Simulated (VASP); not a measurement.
# MoS2 (R3m) in VASP: a series of runs, part 2 of 2

VASP 6.6.1. The steps go on from the part before.

**4. Electric field gradients, PBEsol (zz strain of -2 %)**

INCAR

```
SYSTEM = MoS2
PREC = Accurate ; ENCUT = 520
EDIFF = 1E-8 ; ISMEAR = -1
SIGMA = 0.05 ; LREAL = .False.
LASPH = .True. ; NELM = 60
ALGO = Normal ; ISIF = 2
LWAVE = .False. ; LCHARG = .False.
GGA = PS ; LEFG = .True.
NBANDS = 20
```

KPOINTS

```
Automatic mesh
0
Gamma
  13 13 13
  0 0 0
```

POSCAR

```
MoS2
1.0
    1.5815003568      0.9130796567      6.0008634000
   -1.5815003568      0.9130796567      6.0008634000
    0.0000000000     -1.8261593134      6.0008634000
Mo S
1 2
Direct
    0.0000000000      0.0000000000      0.0000000000
    0.7484000000      0.7484000000      0.7484000000
    0.5849000000      0.5849000000      0.5849000000
```

Potentials or basis: VASP PAW PBE potentials, release 64 (Mo_sv, S).

Command:

```console
$ cat potpaw_PBE.64/Mo_sv/POTCAR potpaw_PBE.64/S/POTCAR > POTCAR
$ mpirun -np 1 vasp_std > vasp.out
```

OUTCAR:

```text
SYSTEM = MoS2
   PREC = Accurate
   ENCUT = 520
   EDIFF = 1E-8
   ISMEAR = -1
   LREAL = .False.
   LASPH = .True.
   NELM = 60
   ISIF = 2
   GGA = PS

 ion  position               nearest neighbor table
   1  0.000  0.000  0.000-   2 2.35   2 2.35   2 2.35   3 2.35   3 2.35   3 2.35
   2  0.748  0.748  0.748-   1 2.35   1 2.35   1 2.35
   3  0.585  0.585  0.585-   1 2.35   1 2.35   1 2.35

  LATTYP: Found a trigonal (rhomboedric) cell.
 ALAT       =     6.2725767738
 COS(alpha) =     0.8728616377

  Lattice vectors:

 A1 = (   1.5815003568,   0.9130796567,   6.0008634000)
 A2 = (  -1.5815003568,   0.9130796567,   6.0008634000)
 A3 = (   0.0000000000,  -1.8261593134,   6.0008634000)

Analysis of symmetry for initial positions (statically):
=====================================================================
 Subroutine PRICEL returns:
 Original cell was already a primitive cell.

 Routine SETGRP: Setting up the symmetry group for a
 trigonal (rhombohedral) supercell.

 Subroutine GETGRP returns: Found  6 space group operations
 (whereof  6 operations were pure point group operations)
 out of a pool of 12 trial point group operations.

The static configuration has the point symmetry C_3v.

Analysis of symmetry for dynamics (positions and initial velocities):
=====================================================================
 Subroutine PRICEL returns:
 Original cell was already a primitive cell.

 Routine SETGRP: Setting up the symmetry group for a
 trigonal (rhombohedral) supercell.

 Subroutine GETGRP returns: Found  6 space group operations
 (whereof  6 operations were pure point group operations)
[... 157 lines left out ...]

 k-point     1 :       0.0000    0.0000    0.0000
  band No.  band energies     occupation
      1     -53.5959      2.00000
      2     -27.8197      2.00000
      3     -27.6054      2.00000
      4     -27.6054      2.00000
      5      -7.4953      2.00000
      6      -5.4658      2.00000
[... 541 lines left out ...]
     19      15.8391      0.00000
     20      16.4588      0.00000

 [... further k-points ...]
[... 5 lines left out ...]
  --------------------------------------------------------------------------------------
  -------------------------------------------------------------------------------------
  Total        1.3385551      1.3385551      5.0841083      0.0000000      0.0000000      0.0000000
  in kB       41.2480950     41.2480950    156.6687652      0.0000000      0.0000000      0.0000000
  external PRESSURE =      79.7216517 kB  Pullay stress =       0.0000000 kB

 VOLUME and BASIS-vectors are now :
 -----------------------------------------------------------------------------
  energy-cutoff  :      520.00
  volume of cell :       51.99
      direct lattice vectors                 reciprocal lattice vectors
     1.581500357  0.913079657  6.000863400     0.316155477  0.182532450  0.055547562
    -1.581500357  0.913079657  6.000863400    -0.316155477  0.182532450  0.055547562
     0.000000000 -1.826159313  6.000863400     0.000000000 -0.365064900  0.055547562

 POSITION                                       TOTAL-FORCE (eV/Angst)
 -----------------------------------------------------------------------------------
      0.00000      0.00000      0.00000         0.000000     -0.000000     -0.004032
      0.00000      0.00000     13.47314         0.000000     -0.000000      1.680153
      0.00000      0.00000     10.52972         0.000000      0.000000     -1.676121
 -----------------------------------------------------------------------------------
    total drift:                                0.000000      0.000000      0.000026

  FREE ENERGIE OF THE ION-ELECTRON SYSTEM (eV)
  ---------------------------------------------------
  free  energy   TOTEN  =       -23.3143314553 eV

  energy  without entropy=      -23.3142570151  energy(sigma->0) =      -23.31429424

 Electric field gradients (V/A^2)
---------------------------------------------------------------------
 ion       V_xx      V_yy      V_zz      V_xy      V_xz      V_yz
---------------------------------------------------------------------
   1      50.833    50.833  -101.665     0.000    -0.000    -0.000
   2      33.545    33.545   -67.091     0.000    -0.000    -0.000
   3      32.704    32.704   -65.408     0.000     0.000     0.000
---------------------------------------------------------------------

 Electric field gradients after diagonalization (V/A^2)
 (convention: |V_zz| > |V_xx| > |V_yy|)
----------------------------------------------------------------------
 ion       V_xx      V_yy      V_zz     asymmetry (V_yy - V_xx)/ V_zz
----------------------------------------------------------------------
   1      50.833    50.833  -101.665       0.000
   2      33.545    33.545   -67.091       0.000
   3      32.704    32.704   -65.408       0.000
----------------------------------------------------------------------

           NMR quadrupolar parameters

 Cq : quadrupolar parameter    Cq=e*Q*V_zz/h
 eta: asymmetry parameters     (V_yy - V_xx)/ V_zz
 Q  : nuclear electric quadrupole moment in mb (millibarn)
----------------------------------------------------------------------
 ion       Cq(MHz)       eta       Q (mb)
----------------------------------------------------------------------
   1      -0.246       0.000       1.000
   2      -0.162       0.000       1.000
   3      -0.158       0.000       1.000
----------------------------------------------------------------------
```

Run time: 7.7 min. Hardware: 1 thread of Intel Xeon Platinum 8488C (Sapphire Rapids), shared host; peak memory 0.46 GiB.

Results:

| Item | Value |
| --- | --- |
| Free energy | -23.3143 eV |
| Pressure | 8.0 GPa |
| Largest force | 1.680 eV/Å |
| Band gap on the k mesh | 0.46 eV, indirect (least direct gap 1.77 eV) |

Forces in eV/Å, atoms in the order of the input:
```
Mo   0.000  0.000 -0.004
S    0.000  0.000  1.680
S    0.000  0.000 -1.676
```

Electric field gradients, principal values (V/Å²):
```tsv
atom	least	middle	greatest (by size)
1 Mo	50.833	50.833	-101.665
2 S	33.545	33.545	-67.091
3 S	32.704	32.704	-65.408
```

Caveat: the cell differs from its parent crystal (zz strain of -2 %); without QUAD_EFG the Cq values of the log hold for a quadrupole moment of 1 mb, not for the nuclei; the PAW data sets were made with another functional, which shifts forces and pressure a little. A k mesh can miss the band edges.

**5. Summary**

```tsv
cell	gap on the mesh (eV)	pressure (GPa)	largest force (eV/Å)
a = 6.331 Å, angles 28.9°, 3 atoms	0.61	6.0	1.34
a = 6.515 Å, angles 28.7°, 3 atoms	0.75	-4.5	-
a = 6.273 Å, angles 29.2°, 3 atoms	0.46	8.0	1.68
```

Alike in all rows: task electric field gradients; level PBEsol; potentials or basis VASP PAW PBE potentials, release 64 (Mo_sv, S); no spin polarisation; k mesh 13 × 13 × 13; cutoff (eV) 520; smearing fermi-dirac 0.05 eV.

Caveats: the PAW data sets were made with another functional, which shifts forces and pressure a little.

Total energies depend on the potentials used, so only differences within one code and one set of settings carry meaning.
